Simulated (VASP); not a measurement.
# NiO (Fm-3m) in VASP: further runs

The runs below take NiO through single point, with LDA+U.

Everything below comes from runs of VASP 6.6.1. Logs are shortened: lines on timing, memory, paths and dates and some standing lists are left out, and cuts for length are marked.

### Step 1. The cell of the first run

Symmetry: Fm-3m, No. 225, cubic system. The conventional cell has a = 4.183 Å, b = 4.183 Å, c = 4.183 Å, α = 90.00°, β = 90.00°, γ = 90.00°. Ni (site symmetry m-3m) has 6 O at 2.09 Å within 2.8 Å. O (site symmetry m-3m) has 6 Ni at 2.09 Å within 2.8 Å.

### Step 2. Single point, LDA+U, collinear spin, ferromagnetic start

The input, INCAR:

```
SYSTEM = NiO
  PREC = Accurate
  ENCUT = 700
  EDIFF = 1E-6
  ISMEAR = 0
  SIGMA = 0.05
  LREAL = .FALSE.
  LASPH = .TRUE.
  NELM = 200
  ALGO = Normal
  ISIF = 2
  LWAVE = .FALSE.
  LCHARG = .TRUE.
  ISPIN = 2
  MAGMOM = 2 0
  LORBIT = 11
  LMAXMIX = 4
  LDAU = .TRUE.
  LDAUTYPE = 1
  LDAUL = 2 -1
  LDAUU = 6 0
  LDAUJ = 0.9 0
  LDAUPRINT = 1
  LELF = .TRUE.
  LVHAR = .TRUE.
  NBANDS = 23
  GGA_COMPAT = .FALSE.
```

The input, KPOINTS:

```
Automatic mesh
0
G
  8 8 8
  0 0 0
```

The input, POSCAR:

```
NiO
1.0
    0.0000000000      2.0913095100      2.0913095100
    2.0913095100      0.0000000000      2.0913095100
    2.0913095100      2.0913095100      0.0000000000
Ni O
1 1
Direct
    0.0000000000      0.0000000000      0.0000000000
    0.5000000000      0.5000000000      0.5000000000
```

Potentials or basis: VASP PAW LDA potentials, release 64 (Ni_sv_GW, O).

Launch:

```
$ cat potpaw_LDA.64/Ni_sv_GW/POTCAR potpaw_LDA.64/O/POTCAR > POTCAR
$ mpirun -np 1 vasp_std > vasp.out
```

OUTCAR:

```text
SYSTEM = NiO
   PREC = Accurate
   ENCUT = 700
   EDIFF = 1E-6
   ISMEAR = 0
   LREAL = .FALSE.
   LASPH = .TRUE.
   NELM = 200
   ISIF = 2
   ISPIN = 2
   LORBIT = 11

 ion  position               nearest neighbor table
   1  0.000  0.000  0.000-   2 2.09   2 2.09   2 2.09   2 2.09   2 2.09   2 2.09
   2  0.500  0.500  0.500-   1 2.09   1 2.09   1 2.09   1 2.09   1 2.09   1 2.09

  LATTYP: Found a face centered cubic cell.
 ALAT       =     4.1826190200

  Lattice vectors:

 A1 = (   0.0000000000,   2.0913095100,   2.0913095100)
 A2 = (   2.0913095100,   0.0000000000,   2.0913095100)
 A3 = (   2.0913095100,   2.0913095100,   0.0000000000)

Analysis of symmetry for initial positions (statically):
=====================================================================
 Subroutine PRICEL returns:
 Original cell was already a primitive cell.

 Routine SETGRP: Setting up the symmetry group for a
 face centered cubic supercell.

 Subroutine GETGRP returns: Found 48 space group operations
 (whereof 48 operations were pure point group operations)
 out of a pool of 48 trial point group operations.

The static configuration has the point symmetry O_h .

Analysis of symmetry for dynamics (positions and initial velocities):
=====================================================================
 Subroutine PRICEL returns:
 Original cell was already a primitive cell.

 Routine SETGRP: Setting up the symmetry group for a
 face centered cubic supercell.

 Subroutine GETGRP returns: Found 48 space group operations
 (whereof 48 operations were pure point group operations)
 out of a pool of 48 trial point group operations.

The dynamic configuration has the point symmetry O_h .

Analysis of structural, dynamic, and magnetic symmetry:
=====================================================================
 Subroutine PRICEL returns:
[... 175 lines left out ...]
  o =  0.1161  v =  0.0000  0.0000  0.0000  0.0000  0.0000  0.0000  0.0000 -0.9999 -0.0000 -0.0124      0.0000  0.0000  0.0000  0.0000  0.0000  0.0000  0.0000  0.0000  0.0000  0.0000
  o =  0.9275  v =  0.0000  0.0000  0.0000  0.0000  0.0000  0.0000 -0.6954 -0.0000  0.7186 -0.0000      0.0000  0.0000  0.0000  0.0000  0.0000  0.0000  0.0000  0.0000  0.0000  0.0000
  o =  0.9275  v =  0.0000  0.0000  0.0000  0.0000  0.0000  1.0000  0.0000  0.0000  0.0000  0.0000      0.0000  0.0000  0.0000  0.0000  0.0000  0.0000  0.0000  0.0000  0.0000  0.0000
  o =  0.9275  v =  0.0000  0.0000  0.0000  0.0000  0.0000  0.0000 -0.7186 -0.0000 -0.6954 -0.0000      0.0000  0.0000  0.0000  0.0000  0.0000  0.0000  0.0000  0.0000  0.0000  0.0000
  o =  0.9337  v =  1.0000  0.0000  0.0000  0.0000  0.0000  0.0000  0.0000  0.0000  0.0000  0.0000      0.0000  0.0000  0.0000  0.0000  0.0000  0.0000  0.0000  0.0000  0.0000  0.0000
  o =  0.9337  v =  0.0000 -0.7988 -0.0000  0.6017  0.0000  0.0000  0.0000  0.0000  0.0000  0.0000      0.0000  0.0000  0.0000  0.0000  0.0000  0.0000  0.0000  0.0000  0.0000  0.0000
  o =  0.9337  v =  0.0000  0.6017  0.0000  0.7988  0.0000  0.0000  0.0000  0.0000  0.0000  0.0000      0.0000  0.0000  0.0000  0.0000  0.0000  0.0000  0.0000  0.0000  0.0000  0.0000
  o =  0.9680  v =  0.0000 -0.0000  0.9567  0.0000 -0.2912  0.0000  0.0000  0.0000  0.0000  0.0000      0.0000  0.0000  0.0000  0.0000  0.0000  0.0000  0.0000  0.0000  0.0000  0.0000
  o =  0.9680  v =  0.0000 -0.0000  0.2912 -0.0000  0.9567  0.0000  0.0000  0.0000  0.0000  0.0000      0.0000  0.0000  0.0000  0.0000  0.0000  0.0000  0.0000  0.0000  0.0000  0.0000

 number of electron      24.0000000 magnetization       2.0000379

 Free energy of the ion-electron system (eV)
  ---------------------------------------------------
  ext. energy  EPLUGINS =         0.00000000
  ---------------------------------------------------
  free energy    TOTEN  =       -12.23451810 eV

  energy without entropy =      -12.23451810  energy(sigma->0) =      -12.23451810

 E-fermi :   6.5153     XC(G=0): -13.5446

 val. band max:        5.9385753578   @ k =   0.5000   0.0000   0.0000
 cond. band min:       7.7435422019   @ k =   0.0000   0.0000   0.0000
 fundamental gap:      1.8049668441
 Fermi energy:         6.5153299531

 spin component 1

 k-point     1 :       0.0000    0.0000    0.0000
  band No.  band energies     occupation
      1     -97.0089      1.00000
      2     -57.9808      1.00000
      3     -57.9808      1.00000
      4     -57.9808      1.00000
      5     -13.1555      1.00000
      6       0.5660      1.00000
[... 1241 lines left out ...]
     22      37.2991      0.00000
     23      38.1436      0.00000

 [... further k-points ...]

------------------------ aborting loop because EDIFF is reached ----------------------------------------

  FORCE on cell =-STRESS in cart. coord.  units (eV):
  Direction    XX          YY          ZZ          XY          YZ          ZX
  --------------------------------------------------------------------------------------
  -------------------------------------------------------------------------------------
  Total       -1.0361374     -1.0361374     -1.0361374      0.0000000      0.0000000      0.0000000
  in kB      -90.7492430    -90.7492430    -90.7492430      0.0000000      0.0000000      0.0000000
  external PRESSURE =     -90.7492430 kB  Pullay stress =       0.0000000 kB

 VOLUME and BASIS-vectors are now :
 -----------------------------------------------------------------------------
  energy-cutoff  :      700.00
  volume of cell :       18.29
      direct lattice vectors                 reciprocal lattice vectors
     0.000000000  2.091309510  2.091309510    -0.239084649  0.239084649  0.239084649
     2.091309510  0.000000000  2.091309510     0.239084649 -0.239084649  0.239084649
     2.091309510  2.091309510  0.000000000     0.239084649  0.239084649 -0.239084649

 POSITION                                       TOTAL-FORCE (eV/Angst)
 -----------------------------------------------------------------------------------
      0.00000      0.00000      0.00000        -0.000000     -0.000000      0.000000
      2.09131      2.09131      2.09131         0.000000      0.000000     -0.000000
 -----------------------------------------------------------------------------------
    total drift:                                0.000000      0.000000      0.000000

  FREE ENERGIE OF THE ION-ELECTRON SYSTEM (eV)
  ---------------------------------------------------
  free  energy   TOTEN  =       -12.2345181011 eV

  energy  without entropy=      -12.2345181011  energy(sigma->0) =      -12.23451810

 total charge

# of ion       s       p       d       f       tot
--------------------------------------------------
    1        2.163   6.231   7.725   0.010  16.129
    2        1.531   3.464   0.000   0.000   4.995
--------------------------------------------------
tot          3.694   9.696   7.725   0.010  21.124

 magnetization (x)

# of ion       s       p       d       f       tot
--------------------------------------------------
    1        0.008   0.012   1.720   0.001   1.741
    2        0.024   0.185   0.000   0.000   0.209
--------------------------------------------------
tot          0.033   0.197   1.720   0.001   1.950
```

stdout:

```text
POSCAR found type information on POSCAR NiO
 POSCAR found :  2 types and       2 ions
 scaLAPACK will be used
 LDA part: xc-table for (Slater(with rela. corr.)+CA(PZ))
 , standard interpolation
 POSCAR, INCAR and KPOINTS ok, starting setup
 FFT: planning ... GRIDC
 FFT: planning ... GRID_SOFT
 FFT: planning ... GRID
 WAVECAR not read
 entering main loop
```

It took 72 s on 1 thread of Intel Xeon Platinum 8259CL at 2.50GHz (Skylake/Cascade Lake), shared host; peak memory 0.18 GiB.

What came out:

```
Free energy                                           : -12.2345 eV
Pressure                                              : -9.1 GPa
Band gap on the k mesh                                : 1.80 eV (least direct gap 2.76 eV)
Net moment                                            : 2.00 μB per cell
Site moments                                          : Ni +1.74; O +0.21 μB
Valence electrons inside the program's atomic spheres : Ni 16.13; O 5.00
```

Eigenvalues of the final occupation matrices:
```csv
site,spin,trace,eigenvalues
site 1 d,1,4.74,0.93 0.93 0.93 0.97 0.97
site 1 d,2,3.01,0.12 0.12 0.93 0.93 0.93
```

Caveat: the cell stands under tension; a cell with one magnetic atom can't hold antiferromagnetic order, which such compounds often take.

### Step 3. Single point, LDA+U, collinear spin, ferromagnetic start

The input, INCAR:

```
SYSTEM = NiO
ALGO = Normal ; EDIFF = 1E-6
ENCUT = 700 ; GGA = CA
GGA_COMPAT = .False. ; ISIF = 2
ISMEAR = 0 ; ISPIN = 2
LASPH = .True. ; LCHARG = .False.
LDAU = .True. ; LDAUJ = 0.9 0
LDAUL = 2 -1 ; LDAUPRINT = 1
LDAUTYPE = 1 ; LDAUU = 6 0
LMAXMIX = 4 ; LORBIT = 11
LREAL = .False. ; LWAVE = .False.
MAGMOM = 2 0 ; NBANDS = 23
NELM = 200 ; PREC = Accurate
SIGMA = 0.05
```

The input, KPOINTS:

```
k-points
0
Gamma
  8 8 8
  0 0 0
```

POSCAR is that of step 2.

Potentials or basis: VASP PAW LDA potentials, release 64 (Ni_sv_GW, O).

Launch:

```
$ cat potpaw_LDA.64/Ni_sv_GW/POTCAR potpaw_LDA.64/O/POTCAR > POTCAR
$ mpirun -np 1 vasp_std > vasp.out
```

Run time: 64 s. Hardware: 1 thread of Intel Xeon 6975P-C (Granite Rapids), shared host; peak memory 0.18 GiB.

Results (log left out):

- Free energy: -12.2345 eV
- Pressure: -9.1 GPa
- Band gap on the k mesh: 1.80 eV (least direct gap 2.76 eV)
- Net moment: 2.00 μB per cell
- Site moments: Ni +1.74; O +0.21 μB
- Valence electrons inside the program's atomic spheres: Ni 16.13; O 5.00

Levels at points of the mesh, in eV from the valence-band top:
Spin up:
| k point | band 9 | band 10 | band 11 | band 12 | band 13 | band 14 | band 15 | band 16 | band 17 | band 18 |
| --- | --- | --- | --- | --- | --- | --- | --- | --- | --- | --- |
| (0.00, 0.00, 0.00) | -4.03 | -4.03 | -1.93 | -1.93 | -1.93 | 2.21 | 18.17 | 18.79 | 18.79 | 18.79 |
| (0.50, 0.00, 0.00) | -3.50 | -3.50 | -2.50 | 0.00 | 0.00 | 6.09 | 10.57 | 14.29 | 14.29 | 21.25 |
| (0.50, 0.50, 0.00) | -4.36 | -3.31 | -3.31 | -3.15 | -3.15 | 6.43 | 11.23 | 12.09 | 17.00 | 17.00 |
Spin down:
```
           k point  band 7  band 8  band 9  band 10  band 11  band 12  band 13  band 14  band 15  band 16
(0.00, 0.00, 0.00)   -3.33   -3.33   -1.53    -1.53    -1.53     1.80     1.80     2.57    18.21    19.02
(0.50, 0.00, 0.00)   -3.96   -3.96   -2.00    -2.00    -1.78     4.35     4.35     6.32    11.05    14.64
(0.50, 0.50, 0.00)   -4.13   -2.94   -2.94    -2.37    -2.37     2.29     2.83     6.94    11.57    12.36
```

Eigenvalues of the final occupation matrices:
| site | spin | trace | eigenvalues |
| --- | --- | --- | --- |
| site 1 d | 1 | 4.74 | 0.93 0.93 0.93 0.97 0.97 |
| site 1 d | 2 | 3.01 | 0.12 0.12 0.93 0.93 0.93 |

Caveat: the cell stands under tension; a cell with one magnetic atom can't hold antiferromagnetic order, which such compounds often take.
